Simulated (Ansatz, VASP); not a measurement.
Two plane-wave programs on MgSn3S6

INCAR

```
PREC = Accurate
ENCUT = 600
EDIFF = 1E-6
ISMEAR = 0
SIGMA = 0.01
LREAL = False
LASPH = True
NELM = 60
ALGO = Normal
ISIF = 3
LWAVE = False
LCHARG = False
GGA = PE
IBRION = 2
NSW = 100
EDIFFG = -0.01
KPAR = 4
```

File KPOINTS:

```
Automatic mesh
0
Gamma
  6 6 6
```

File POSCAR:

```
MgSn3S6
1.0
    6.4728472000      0.0000000000      0.0000000000
   -3.2364236000      5.6056501000      0.0000000000
    0.0000000000      0.0000000000      6.7949221000
Mg Sn S
1 3 6
Direct
    0.0000000000      0.0000000000      0.0000000000
    0.3333333000      0.6666667000      0.0000000000
    0.6666667000      0.3333333000      0.0000000000
    0.0000000000      0.0000000000      0.5000000000
    0.3389970000      0.0000000000      0.2149530000
    0.0000000000      0.3389970000      0.2149530000
    0.6610030000      0.6610030000      0.2149530000
    0.0000000000      0.6610030000      0.7850470000
    0.6610030000      0.0000000000      0.7850470000
    0.3389970000      0.3389970000      0.7850470000
```

Input for Ansatz:

```yaml
crystal:
  lattice:
    - [6.4728472, 0.0, 0.0]
    - [-3.2364236, 5.6056501, 0.0]
    - [0.0, 0.0, 6.7949221]
  atoms:
    - { symbol: Mg, position: [0.0, 0.0, 0.0] }
    - { symbol: Sn, position: [0.3333333, 0.6666667, 0.0] }
    - { symbol: Sn, position: [0.6666667, 0.3333333, 0.0] }
    - { symbol: Sn, position: [0.0, 0.0, 0.5] }
    - { symbol: S, position: [0.338997, 0.0, 0.214953] }
    - { symbol: S, position: [0.0, 0.338997, 0.214953] }
    - { symbol: S, position: [0.661003, 0.661003, 0.214953] }
    - { symbol: S, position: [0.0, 0.661003, 0.785047] }
    - { symbol: S, position: [0.661003, 0.0, 0.785047] }
    - { symbol: S, position: [0.338997, 0.338997, 0.785047] }
basis:
  ecutwfc: 420
kpoints:
  mp_grid: { grid: [6, 6, 6] }
hamiltonian:
  xc: pbe
scf:
  occupations: { method: gaussian, width: 0.01 }
output:
  forces: true
  stress: true
  eigenvalues: true
  write_density: true
  write_potential: true
  elf: true
  volumetric_format: npy
relax:
  adjacent_minimum: "off"
  f_tol: 0.01
  max_steps: 80
  cell: { stress_tol: 0.05 }
```

Alike in both runs: task relaxation of cell and atoms; functional PBE; k mesh 6 × 6 × 6; occupations gaussian, width 0.01 eV; no spin polarisation.

|  | VASP | Ansatz |
| --- | --- | --- |
| version | VASP 6.6.1 | Ansatz 0.2.0 |
| potentials or method | VASP PAW PBE potentials, release 64 (Mg, Sn_d, S), cutoff 600 eV | scalar-relativistic, plane waves, PAW |
| valence electrons in the cell | 80 | 88 |

|  | VASP | Ansatz | Ansatz less VASP |
| --- | --- | --- | --- |
| gap on the k mesh at the Fermi level, each at its own relaxed structure (eV) | 0.27 | 0.25 | -0.012 |
| relaxed volume (Å³/atom) | 24.62 | 24.66 | +0.040 |
| relaxed cell length with the largest relative difference (Å) | 6.469 | 6.473 | +0.0041 |

VASP's potentials hold 80 valence electrons a cell and Ansatz's 88, so a difference there can come from the potentials and not from the codes.
